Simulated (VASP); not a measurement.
# Ti (Im-3m) in VASP: single point with PBEsol

Aim: the single point of Ti with PBEsol.

All numbers are computed with VASP 6.6.1; they aren't measurements. Logs are shortened: lines on timing, memory, paths and dates and some standing lists are left out, and cuts for length are marked.

**1. The cell of the first run**

Symmetry: Im-3m, No. 229, cubic system. The conventional cell has a = 3.282 Å, b = 3.282 Å, c = 3.282 Å, α = 90.00°, β = 90.00°, γ = 90.00°. Ti (site symmetry m-3m) has 14 Ti at 2.84 to 3.28 Å within 3.7 Å.

**2. Single point, PBEsol**

Input file INCAR:

```
SYSTEM = Ti
ALGO = Normal
EDIFF = 1E-6
ENCUT = 520
GGA = PS
ISIF = 2
ISMEAR = 0
LASPH = .TRUE.
LCHARG = .FALSE.
LREAL = .FALSE.
LWAVE = .FALSE.
NBANDS = 12
NELM = 100
PREC = Accurate
SIGMA = 0.1
```

Input file KPOINTS:

```
k-points
0
G
  8 8 8
  0 0 0
```

Input file POSCAR:

```
Ti
1.0
   -1.6410000000      1.6410000000      1.6410000000
    1.6410000000     -1.6410000000      1.6410000000
    1.6410000000      1.6410000000     -1.6410000000
Ti
1
Direct
    0.0000000000      0.0000000000      0.0000000000
```

Potentials or basis: VASP PAW PBE potentials, release 64 (Ti_sv).

Command:

```bash
cat potpaw_PBE.64/Ti_sv/POTCAR > POTCAR
mpirun -np 1 vasp_std > vasp.out
```

OUTCAR:

```text
SYSTEM = Ti
   EDIFF = 1E-6
   ENCUT = 520
   GGA = PS
   ISIF = 2
   ISMEAR = 0
   LASPH = .TRUE.
   LREAL = .FALSE.
   NELM = 100
   PREC = Accurate

 ion  position               nearest neighbor table
   1  0.000  0.000  0.000-

  LATTYP: Found a body centered cubic cell.
 ALAT       =     3.2820000000

  Lattice vectors:

 A1 = (  -1.6410000000,   1.6410000000,   1.6410000000)
 A2 = (   1.6410000000,  -1.6410000000,   1.6410000000)
 A3 = (   1.6410000000,   1.6410000000,  -1.6410000000)

Analysis of symmetry for initial positions (statically):
=====================================================================
 Subroutine PRICEL returns:
 Original cell was already a primitive cell.

 Routine SETGRP: Setting up the symmetry group for a
 body centered cubic supercell.

 Subroutine GETGRP returns: Found 48 space group operations
 (whereof 48 operations were pure point group operations)
 out of a pool of 48 trial point group operations.

The static configuration has the point symmetry O_h .

Analysis of symmetry for dynamics (positions and initial velocities):
=====================================================================
 Subroutine PRICEL returns:
 Original cell was already a primitive cell.

 Routine SETGRP: Setting up the symmetry group for a
 body centered cubic supercell.

 Subroutine GETGRP returns: Found 48 space group operations
 (whereof 48 operations were pure point group operations)
 out of a pool of 48 trial point group operations.

The dynamic configuration has the point symmetry O_h .

 Subroutine INISYM returns: Found 48 space group operations
 (whereof 48 operations are pure point group operations),
 and found     1 'primitive' translations

----------------------------------------------------------------------------------------

                                     Primitive cell

  volume of cell :      17.6761

  direct lattice vectors                    reciprocal lattice vectors
    -1.641000000  1.641000000  1.641000000     0.000000000  0.304692261  0.304692261
     1.641000000 -1.641000000  1.641000000     0.304692261  0.000000000  0.304692261
     1.641000000  1.641000000 -1.641000000     0.304692261  0.304692261  0.000000000

  length of vectors
     2.842295375  2.842295375  2.842295375     0.430899928  0.430899928  0.430899928

  position of ions in fractional coordinates (direct lattice)
     0.000000000  0.000000000  0.000000000

  ion indices of the primitive-cell ions
   primitive index   ion index
                 1           1

----------------------------------------------------------------------------------------

 KPOINTS: k-points

Automatic generation of k-mesh.
 Grid dimensions read from file:
 generate k-points for:    8    8    8

 Generating k-lattice:

  Cartesian coordinates                     Fractional coordinates (reciprocal lattice)
     0.000000000  0.038086533  0.038086533     0.125000000  0.000000000  0.000000000
     0.038086533  0.000000000  0.038086533     0.000000000  0.125000000  0.000000000
     0.038086533  0.038086533  0.000000000     0.000000000  0.000000000  0.125000000

  Length of vectors
     0.053862491  0.053862491  0.053862491

  Shift w.r.t. Gamma in fractional coordinates (k-lattice)
     0.000000000  0.000000000  0.000000000

 Subroutine IBZKPT returns following result:
 ===========================================

 Found     29 irreducible k-points:

 Following reciprocal coordinates:
            Coordinates               Weight
  0.000000  0.000000  0.000000      1.000000
  0.125000  0.000000  0.000000     12.000000
  0.250000  0.000000  0.000000     12.000000
  0.375000  0.000000  0.000000     12.000000
  0.500000  0.000000  0.000000      6.000000
  0.125000  0.125000  0.000000     24.000000
[... 16 lines left out ...]
 -0.250000  0.250000  0.250000      6.000000
 -0.375000  0.375000  0.250000     24.000000
 [... further k-points ...]
   k-points           NKPTS =     29   k-points in BZ     NKDIM =     29   number of bands    NBANDS=     12
   number of dos      NEDOS =    301   number of ions     NIONS =      1
   total plane-waves  NPLWV =  13824
   dimension x,y,z NGX =    24 NGY =   24 NGZ =   24
   dimension x,y,z NGXF=    48 NGYF=   48 NGZF=   48
   ions per type =               1
   NGX,Y,Z   is equivalent  to a cutoff of  14.04, 14.04, 14.04 a.u.
   NGXF,Y,Z  is equivalent  to a cutoff of  28.08, 28.08, 28.08 a.u.
 SYSTEM =  Ti
   PREC   = accura    normal or accurate (medium, high low for compatibility)
   ISTART =      0    job   : 0-new  1-cont  2-samecut
   ICHARG =      2    charge: 1-file 2-atom 10-const
   ISPIN  =      1    spin polarized calculation?
   LNONCOLLINEAR =      F non collinear calculations
   LSORBIT =      F    spin-orbit coupling
   LASPH  =      T    aspherical Exc in radial PAW
   ENCUT  =  520.0 eV  38.22 Ry    6.18 a.u.   5.28  5.28  5.28*2*pi/ulx,y,z
   NELM   =    100;   NELMIN=  2; NELMDL= -5     # of ELM steps
   EDIFF  = 0.1E-05   stopping-criterion for ELM
   LREAL  =      F    real-space projection
   EDIFFG = 0.1E-04   stopping-criterion for IOM
   NSW    =      0    number of steps for IOM
   IBRION =     -1    ionic relax: 0-MD 1-quasi-New 2-CG
   NFREE  =      0    steps in history (QN), initial steepest desc. (CG)
   ISIF   =      2    stress and relaxation
   ISYM   =      2    0-nonsym 1-usesym 2-fastsym
   POTIM  = 0.5000    time-step for ionic-motion
   TEBEG  =    0.0;   TEEND  =   0.0 temperature during run
   PSTRESS=    0.0 pullay stress
   NELECT =      12.0000    total number of electrons
   NUPDOWN=      -1.0000    fix difference up-down
   EMIN   =  10.00;   EMAX   =-10.00  energy-range for DOS
   EFERMI =   0.00;   METHOD = LEGACY
   ISMEAR =     0;   SIGMA  =   0.10  broadening in eV -4-tet -1-fermi 0-gaus
   EFERMI_NEDOS =   21; number of points for ismear=-14 and -15
   IALGO  =     38    algorithm
   IMIX   =      4    mixing-type and parameters
     AMIX     =   0.40;   BMIX     =  1.00
     AMIX_MAG =   1.60;   BMIX_MAG =  1.00
  volume/ion in A,a.u.               =      17.68       119.28
  Fermi-wavevector in a.u.,A,eV,Ry     =   1.438821  2.718977 28.166848  2.070205
  Thomas-Fermi vector in A             =   2.557745
   LORBIT       =      0    0 simple, 1 ext, 2 COOP (PROOUT), +10 PAW based schemes
   GGA     = PS    functional components
   LHFCALC =     F    Hartree Fock is set to
   AEXX    =    0.0000 exact exchange contribution
   IVDW    =     0    specifies the selected vdW correction
   LEPSILON=     F    determine dielectric tensor
   LRPA    =     F    only Hartree local field effects (RPA)
 non-spin polarized calculation
 Gauss-broadening in eV      SIGMA  =   0.10
  energy-cutoff  :      520.00
  volume of cell :       17.68
 maximum number of plane-waves:       490
 NGX is ok and might be reduce to    24
   NGX = 11   NGY = 11   NGZ = 11

 number of electron      12.0000001 magnetization

 Free energy of the ion-electron system (eV)
  ---------------------------------------------------
  ext. energy  EPLUGINS =         0.00000000
  ---------------------------------------------------
  free energy    TOTEN  =        -8.21685972 eV

  energy without entropy =       -8.20507293  energy(sigma->0) =       -8.21096633

 E-fermi :   7.7784     XC(G=0): -11.5472

 val. band max:        7.7638151388   @ k =  -0.3750   0.3750   0.1250
 cond. band min:       7.8119890961   @ k =   0.5000   0.5000   0.1250
 fundamental gap:      0.0481739574
 Fermi energy:         7.7783579948

 k-point     1 :       0.0000    0.0000    0.0000
  band No.  band energies     occupation
      1     -48.5471      2.00000
      2     -24.5178      2.00000
      3     -24.5178      2.00000
      4     -24.5178      2.00000
      5       1.8619      2.00000
      6       8.7501      0.00000
      7       8.7501      0.00000
      8       8.7501      0.00000
      9      10.4845      0.00000
     10      10.4845      0.00000
     11      25.0715      0.00000
     12      25.0715      0.00000

 k-point     2 :       0.1250    0.0000    0.0000
  band No.  band energies     occupation
      1     -48.5290      2.00000
      2     -24.6156      2.00000
      3     -24.5481      2.00000
      4     -24.5184      2.00000
      5       2.3780      2.00000
      6       8.5243      0.00000
      7       8.6579      0.00000
      8       9.1252      0.00000
      9      10.2666      0.00000
     10      10.5016      0.00000
     11      24.1692      0.00000
     12      24.8721      0.00000

 k-point     3 :       0.2500    0.0000    0.0000
  band No.  band energies     occupation
      1     -48.4850      2.00000
      2     -24.8468      2.00000
      3     -24.6207      2.00000
      4     -24.5198      2.00000
      5       3.7209      2.00000
      6       8.0224      0.00056
      7       8.2307      0.00000
      8      10.1341      0.00000
      9      10.1995      0.00000
     10      10.5832      0.00000
     11      21.3760      0.00000
     12      23.4048      0.00000
[... 286 lines left out ...]
 k-point    23 :      -0.2500    0.2500    0.2500
  band No.  band energies     occupation
      1     -48.4320      2.00000
      2     -24.8591      2.00000
      3     -24.7329      2.00000
      4     -24.7329      2.00000
      5       5.1488      2.00000
      6       7.8411      0.37473
      7       9.0484      0.00000
      8       9.0484      0.00000
      9      10.0960      0.00000
     10      11.2906      0.00000
     11      22.5076      0.00000
     12      22.5076      0.00000

 k-point    24 :      -0.3750    0.3750    0.2500
  band No.  band energies     occupation
      1     -48.3942      2.00000
      2     -24.9941      2.00000
      3     -24.8110      2.00000
      4     -24.7520      2.00000
      5       6.0421      2.00000
      6       6.9958      2.00000
      7       9.0633      0.00000
      8       9.5469      0.00000
      9      11.1241      0.00000
     10      12.1445      0.00000
     11      18.7578      0.00000
     12      20.5640      0.00000

 [... further k-points ...]
[... 5 lines left out ...]
  --------------------------------------------------------------------------------------
  -------------------------------------------------------------------------------------
  Total       -0.7825884     -0.7825884     -0.7825884      0.0000000      0.0000000      0.0000000
  in kB      -70.9346170    -70.9346170    -70.9346170      0.0000000      0.0000000      0.0000000
  external PRESSURE =     -70.9346170 kB  Pullay stress =       0.0000000 kB

 VOLUME and BASIS-vectors are now :
 -----------------------------------------------------------------------------
  energy-cutoff  :      520.00
  volume of cell :       17.68
      direct lattice vectors                 reciprocal lattice vectors
    -1.641000000  1.641000000  1.641000000     0.000000000  0.304692261  0.304692261
     1.641000000 -1.641000000  1.641000000     0.304692261  0.000000000  0.304692261
     1.641000000  1.641000000 -1.641000000     0.304692261  0.304692261  0.000000000

 POSITION                                       TOTAL-FORCE (eV/Angst)
 -----------------------------------------------------------------------------------
      0.00000      0.00000      0.00000         0.000000      0.000000      0.000000
 -----------------------------------------------------------------------------------
    total drift:                                0.000000      0.000000      0.000000

  FREE ENERGIE OF THE ION-ELECTRON SYSTEM (eV)
  ---------------------------------------------------
  free  energy   TOTEN  =        -8.2168597235 eV

  energy  without entropy=       -8.2050729308  energy(sigma->0) =       -8.21096633
```

Wall time 5.2 s (1 thread of Intel Xeon Platinum 8259CL at 2.50GHz (Skylake/Cascade Lake), shared host); peak memory 0.13 GiB.

What came out:

```yaml
Free_energy: -8.2169 eV
Pressure: -7.1 GPa
Band_gap_on_the_k_mesh: zero (band 6 reaches 8.75 eV, above the bottom of band 7 at 7.18 eV)
```

Caveat: the PAW data sets were made with another functional, which shifts forces and pressure a little.
